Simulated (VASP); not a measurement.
# Na3GdP2 (P6/mmm) in VASP: single point with PBE

Aim: the single point of Na3GdP2 with PBE.

Everything below comes from runs of VASP 6.6.1. Logs are shortened: lines on timing, memory, paths and dates and some standing lists are left out, and cuts for length are marked.

## 1. The cell of the first run

The structure is hexagonal, space group P6/mmm (No. 191). Conventional cell: a = 5.821 Å, b = 5.821 Å, c = 4.797 Å, α = 90.00°, β = 90.00°, γ = 120.00°. Within 3.8 Å of Na (site symmetry mmm) lie 4 Na at 2.91 Å and 4 P at 2.93 Å and 4 Gd at 3.77 Å. Within 4.4 Å of Gd (site symmetry 6/mmm) lie 6 P at 3.36 Å and 12 Na at 3.77 Å. P (site symmetry -6m2) has 6 Na at 2.93 Å and 3 P at 3.36 Å and 3 Gd at 3.36 Å within 3.9 Å.

## 2. Single point, PBE, collinear spin, ferromagnetic start

INCAR

```
SYSTEM = Na3GdP2
  PREC = Accurate
  ENCUT = 520
  EDIFF = 1E-7
  ISMEAR = 0
  SIGMA = 0.1
  LREAL = .False.
  LASPH = .True.
  NELM = 150
  ALGO = Normal
  ISIF = 2
  LWAVE = .False.
  LCHARG = .False.
  ISPIN = 2
  MAGMOM = 0 0 0 7 0 0
  LORBIT = 11
  LMAXMIX = 6
  GGA = PE
  NBANDS = 38
```

KPOINTS

```
Automatic mesh
0
Gamma
  3 3 4
  0 0 0
```

POSCAR

```
Na3GdP2
1.0
    5.8213703700      0.0000000000      0.0000000000
   -2.9106851800      5.0414546200      0.0000000000
    0.0000000000      0.0000000000      4.7967452900
Na Gd P
3 1 2
Direct
    0.5000000000      0.0000000000      0.5000000000
    0.0000000000      0.5000000000      0.5000000000
    0.5000000000      0.5000000000      0.5000000000
    0.0000000000      0.0000000000      0.0000000000
    0.3333333300      0.6666666700      0.0000000000
    0.6666666700      0.3333333300      0.0000000000
```

Potentials or basis: VASP PAW PBE potentials, release 64 (Na_pv, Gd, P).

Started as:

```sh
$ cat potpaw_PBE.64/Na_pv/POTCAR potpaw_PBE.64/Gd/POTCAR potpaw_PBE.64/P/POTCAR > POTCAR
$ mpirun -np 1 vasp_std > vasp.out
```

OUTCAR:

```text
SYSTEM = Na3GdP2
   PREC = Accurate
   ENCUT = 520
   EDIFF = 1E-7
   ISMEAR = 0
   LREAL = .False.
   LASPH = .True.
   NELM = 150
   ISIF = 2
   ISPIN = 2
   LORBIT = 11
   GGA = PE

 ion  position               nearest neighbor table
   1  0.500  0.000  0.500-
   2  0.000  0.500  0.500-
   3  0.500  0.500  0.500-
   4  0.000  0.000  0.000-
   5  0.333  0.667  0.000-
   6  0.667  0.333  0.000-

  LATTYP: Found a hexagonal cell.
 ALAT       =     5.8213703700
 C/A-ratio  =     0.8239890241

  Lattice vectors:

 A1 = (   5.8213703700,   0.0000000000,   0.0000000000)
 A2 = (  -2.9106851800,   5.0414546200,   0.0000000000)
 A3 = (   0.0000000000,   0.0000000000,   4.7967452900)

Analysis of symmetry for initial positions (statically):
=====================================================================
 Subroutine PRICEL returns:
 Original cell was already a primitive cell.

 Routine SETGRP: Setting up the symmetry group for a
 hexagonal supercell.

 Subroutine GETGRP returns: Found 24 space group operations
 (whereof 24 operations were pure point group operations)
 out of a pool of 24 trial point group operations.

The static configuration has the point symmetry D_6h.

Analysis of symmetry for dynamics (positions and initial velocities):
=====================================================================
 Subroutine PRICEL returns:
 Original cell was already a primitive cell.

 Routine SETGRP: Setting up the symmetry group for a
 hexagonal supercell.

 Subroutine GETGRP returns: Found 24 space group operations
 (whereof 24 operations were pure point group operations)
 out of a pool of 24 trial point group operations.

The dynamic configuration has the point symmetry D_6h.

Analysis of structural, dynamic, and magnetic symmetry:
=====================================================================
[... 126 lines left out ...]
   LORBIT       =     11    0 simple, 1 ext, 2 COOP (PROOUT), +10 PAW based schemes
   GGA     = PE    functional components
   LHFCALC =     F    Hartree Fock is set to
   AEXX    =    0.0000 exact exchange contribution
   IVDW    =     0    specifies the selected vdW correction
   LEPSILON=     F    determine dielectric tensor
   LRPA    =     F    only Hartree local field effects (RPA)
 spin polarized calculation
 Gauss-broadening in eV      SIGMA  =   0.10
  energy-cutoff  :      520.00
  volume of cell :      140.78
 maximum number of plane-waves:      3810
 NGX is ok and might be reduce to    48
   NGX = 21   NGY = 21   NGZ = 17

 number of electron      48.9999964 magnetization       8.5307920

 Free energy of the ion-electron system (eV)
  ---------------------------------------------------
  ext. energy  EPLUGINS =         0.00000000
  ---------------------------------------------------
  free energy    TOTEN  =       -27.24011633 eV

  energy without entropy =      -27.21120799  energy(sigma->0) =      -27.22566216

 E-fermi :   2.9124     XC(G=0):  -8.9104

 val. band max:        2.8799518686   @ k =   0.3333  -0.0000   0.5000
 cond. band min:       2.9251184658   @ k =   0.0000   0.0000   0.5000
 fundamental gap:      0.0451665972
 Fermi energy:         2.9123555063

 spin component 1

 k-point     1 :       0.0000    0.0000    0.0000
  band No.  band energies     occupation
      1     -42.8368      1.00000
      2     -21.4134      1.00000
      3     -21.3313      1.00000
      4     -21.3313      1.00000
      5     -21.2017      1.00000
      6     -21.1557      1.00000
[... 340 lines left out ...]
     35       6.0308      0.00000
     36       8.7559      0.00000
 Fermi energy:         2.9123555063

 spin component 2

 k-point     1 :       0.0000    0.0000    0.0000
  band No.  band energies     occupation
      1     -39.5988      1.00000
      2     -21.4097      1.00000
      3     -21.3122      1.00000
      4     -21.3122      1.00000
      5     -21.1820      1.00000
      6     -21.1511      1.00000
[... 340 lines left out ...]
     35       6.8632      0.00000
     36       9.4339      0.00000
 [bands above 36 left out]

------------------------ aborting loop because EDIFF is reached ----------------------------------------

  FORCE on cell =-STRESS in cart. coord.  units (eV):
  Direction    XX          YY          ZZ          XY          YZ          ZX
  --------------------------------------------------------------------------------------
  -------------------------------------------------------------------------------------
  Total       -1.3797962     -1.3797962     -1.2656164     -0.0000000     -0.0000000      0.0000000
  in kB      -15.7035477    -15.7035477    -14.4040598     -0.0000000     -0.0000000      0.0000000
  external PRESSURE =     -15.2703851 kB  Pullay stress =       0.0000000 kB

 VOLUME and BASIS-vectors are now :
 -----------------------------------------------------------------------------
  energy-cutoff  :      520.00
  volume of cell :      140.78
      direct lattice vectors                 reciprocal lattice vectors
     5.821370370  0.000000000  0.000000000     0.171780859  0.099177725  0.000000000
    -2.910685180  5.041454620  0.000000000     0.000000000  0.198355450  0.000000000
     0.000000000  0.000000000  4.796745290     0.000000000  0.000000000  0.208474693

 POSITION                                       TOTAL-FORCE (eV/Angst)
 -----------------------------------------------------------------------------------
      2.91069      0.00000      2.39837        -0.000000      0.000000      0.000000
     -1.45534      2.52073      2.39837        -0.000000      0.000000      0.000000
      1.45534      2.52073      2.39837        -0.000000      0.000000      0.000000
      0.00000      0.00000      0.00000        -0.000000      0.000000      0.000000
     -0.00000      3.36097      0.00000         0.000000     -0.000000     -0.000000
      2.91069      1.68048      0.00000        -0.000000      0.000000      0.000000
 -----------------------------------------------------------------------------------
    total drift:                                0.000000     -0.000000     -0.000000

  FREE ENERGIE OF THE ION-ELECTRON SYSTEM (eV)
  ---------------------------------------------------
  free  energy   TOTEN  =       -27.2401163293 eV

  energy  without entropy=      -27.2112079854  energy(sigma->0) =      -27.22566216

 total charge

# of ion       s       p       d       f       tot
--------------------------------------------------
    1        0.089   5.999   0.000   0.000   6.089
    2        0.089   5.999   0.000   0.000   6.089
    3        0.089   5.999   0.000   0.000   6.089
    4        2.034   5.588   0.415   7.068  15.105
    5        1.071   1.355   0.000   0.000   2.427
    6        1.071   1.355   0.000   0.000   2.427
--------------------------------------------------
tot          4.444  26.297   0.415   7.068  38.224

 magnetization (x)

# of ion       s       p       d       f       tot
--------------------------------------------------
    1        0.001   0.007   0.000   0.000   0.008
    2        0.001   0.007   0.000   0.000   0.008
    3        0.001   0.007   0.000   0.000   0.008
    4        0.005  -0.062   0.244   6.748   6.935
    5        0.002   0.096   0.000   0.000   0.099
    6        0.002   0.096   0.000   0.000   0.099
--------------------------------------------------
tot          0.013   0.152   0.244   6.748   7.158
```

stdout:

```text
POSCAR found type information on POSCAR NaGdP
 POSCAR found :  3 types and       6 ions
 scaLAPACK will be used
 LDA part: xc-table for (Slater+PW92), standard interpolation
 POSCAR, INCAR and KPOINTS ok, starting setup
 FFT: planning ... GRIDC
 FFT: planning ... GRID_SOFT
 FFT: planning ... GRID
 WAVECAR not read
 entering main loop
```

It took 19 min on 1 thread of AMD EPYC 7R13, shared host; peak memory 0.37 GiB.

Results:

```
Free energy                                           : -27.2401 eV
Pressure                                              : -1.5 GPa
Net moment                                            : 8.53 μB per cell
Site moments                                          : Na +0.01; Gd +6.93; P +0.10 μB
Valence electrons inside the program's atomic spheres : Na 6.09; Gd 15.11; P 2.43
```

Caveat: the k points lie up to 0.42 Å⁻¹ apart; spin-orbit coupling is left out, which moves the levels of the heavy elements; a cell with one magnetic atom can't hold antiferromagnetic order, which such compounds often take; without U or exact exchange the open f shell lies at the Fermi level, which spoils levels, moments and volumes. The state reached can hang on the start; a lower one may exist.
